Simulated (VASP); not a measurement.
A run of VASP 6.6.1 is set up as follows.

Contents of INCAR:

```
PREC = Accurate ; ENCUT = 520
EDIFF = 1E-6 ; ISMEAR = -1
SIGMA = 0.1 ; LREAL = False
LASPH = True ; NELM = 80
ALGO = Normal ; ISIF = 2
LWAVE = False ; LCHARG = False
GGA = CA ; NBANDS = 18
```

File KPOINTS:

```
regular mesh
0
Gamma
  18 18 5
```

File POSCAR:

```
P
1.0
    2.6654903850      0.0000000000      0.0000000000
   -1.3327451925      2.3083823870      0.0000000000
    0.0000000000      0.0000000000      9.8340087234
P
4
Direct
    0.0000000000      1.0000000000      1.0000000000
    0.0000000000      1.0000000000      0.5000000000
    0.3333333333      0.6666666667      0.2500000000
    0.6666666667      0.3333333333      0.7500000000
```

Potentials or basis: VASP PAW LDA potentials, release 64 (P).

Command:

```bash
$ cat potpaw_LDA.64/P/POTCAR > POTCAR
$ mpirun -np 1 vasp_std > vasp.out
```

**Question.** What does it give for the pressure?

**Answer.** -7.0 GPa.

**Question.** What does it give for the band gap on the k mesh?

**Answer.** Zero (bands 10 and 11 overlap by 9.72 eV).

Stress tensor (GPa, compression positive):
```
-7.65  0.00  0.00
 0.00 -7.65  0.00
 0.00  0.00 -5.60
```

Caveat: the cell stands under tension.
